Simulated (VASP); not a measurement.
CoSn, 6 atoms in the cell. It takes space group P6/mmm (No. 191, hexagonal). The conventional cell has a = 5.296 Å, b = 5.296 Å, c = 4.230 Å, α = 90.00°, β = 90.00°, γ = 120.00°. Within 3.4 Å of Co (site symmetry mmm) lie 6 Sn at 2.61 to 2.65 Å and 4 Co at 2.65 Å. Within 3.4 Å of Sn (site symmetry -6m2) lie 6 Co at 2.61 Å and 3 Sn at 3.06 Å. Sn (site symmetry 6/mmm) has 6 Co at 2.65 Å within 3.5 Å. 

```yaml
Program: VASP 6.6.1
Task: single point
Functional: PBE
Potentials_or_basis: VASP PAW PBE potentials, release 64 (Co, Sn_d)
Cutoff: 520 eV
k_mesh: 9 × 9 × 8
Occupations: gaussian, width 0.1 eV
Spin: no spin polarisation
Dipole_correction: no
Further_INCAR_settings: ALGO = Fast; EDIFF = 1e-07; NBANDS = 44
```

Potentials or basis: VASP PAW PBE potentials, release 64 (Co, Sn_d).

Command:

```console
$ cat potpaw_PBE.64/Co/POTCAR potpaw_PBE.64/Sn_d/POTCAR > POTCAR
$ mpirun -np 1 vasp_std > vasp.out
```

Hardware: 1 thread of Intel(R) Xeon(R) Platinum 8488C (Sapphire Rapids) (shared host).

Problem. How long does it take, and how much memory?

Solution. Run time: 4 min on 1 thread of Intel(R) Xeon(R) Platinum 8488C (Sapphire Rapids) (shared host), peak memory 0.36 GiB. Counts: scf iterations 18, k points 60.
